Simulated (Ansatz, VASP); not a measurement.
**PbS in VASP and in Ansatz**

Contents of INCAR:

```
SYSTEM = PbS
PREC     = Accurate       ! precision mode
ENCUT    = 520            ! plane-wave cutoff, eV
EDIFF    = 1E-8           ! SCF threshold, eV
ISMEAR   = -1             ! smearing method
SIGMA    = 0.01           ! smearing width, eV
LREAL    = .FALSE.        ! projectors in reciprocal space
LASPH    = .TRUE.         ! aspherical terms in the spheres
NELM     = 60             ! most SCF steps
ALGO     = Normal         ! electronic algorithm
ISIF     = 2              ! what is computed and relaxed
LWAVE    = .FALSE.        ! write WAVECAR
LCHARG   = .FALSE.        ! write CHGCAR
GGA      = CA             ! functional
LEFG     = .TRUE.       
NBANDS   = 17             ! bands
```

File KPOINTS:

```
regular mesh
0
G
  7 7 7
  0 0 0
```

The input POSCAR:

```
PbS
1.0
    0.0000000000      2.9748505707      2.9748505707
    2.9748505707      0.0000000000      2.9748505707
    2.9748505707      2.9748505707      0.0000000000
Pb S
1 1
Direct
    0.0000000000      0.0000000000      0.0000000000
    0.5000000000      0.5000000000      0.5000000000
```

Input for Ansatz:

```yaml
crystal:
  lattice:
    - [0.0, 2.9748505707, 2.9748505707]
    - [2.9748505707, 0.0, 2.9748505707]
    - [2.9748505707, 2.9748505707, 0.0]
  atoms:
    - { symbol: Pb, position: [0.0, 0.0, 0.0] }
    - { symbol: S, position: [0.5, 0.5, 0.5] }
kpoints:
  mp_grid: { grid: [7, 7, 7] }
scf:
  occupations: { method: fermi_dirac, width: 0.01 }
hamiltonian:
  xc: lda
  pseudopotentials: { kind: paw }
output:
  forces: true
  stress: true
  eigenvalues: true
  efg: { contact_densities: true }
```

Change from the starting cell: volume scaled by 1.01, PAW files.

Alike in both runs: task electric field gradients; functional LDA; k mesh 7 × 7 × 7; occupations fermi-dirac, width 0.01 eV; no spin polarisation.

|  | VASP | Ansatz |
| --- | --- | --- |
| version | VASP 6.6.1 | Ansatz 0.2.0 |
| potentials or method | VASP PAW LDA potentials, release 64 (Pb_d, S) | PAW with Ansatz's default frozen-core files, scalar-relativistic |
| plane-wave cutoff (eV) | 520 | 420 |
| valence electrons in the cell | 20 | 20 |

|  | VASP | Ansatz | Ansatz less VASP |
| --- | --- | --- | --- |
| pressure (GPa) | -3.1 | -3.1 | -0.05 |

LDA's correlation is that of Perdew and Zunger in VASP and of Perdew and Wang (1992) in Ansatz.

Neither program's run includes spin-orbit coupling.
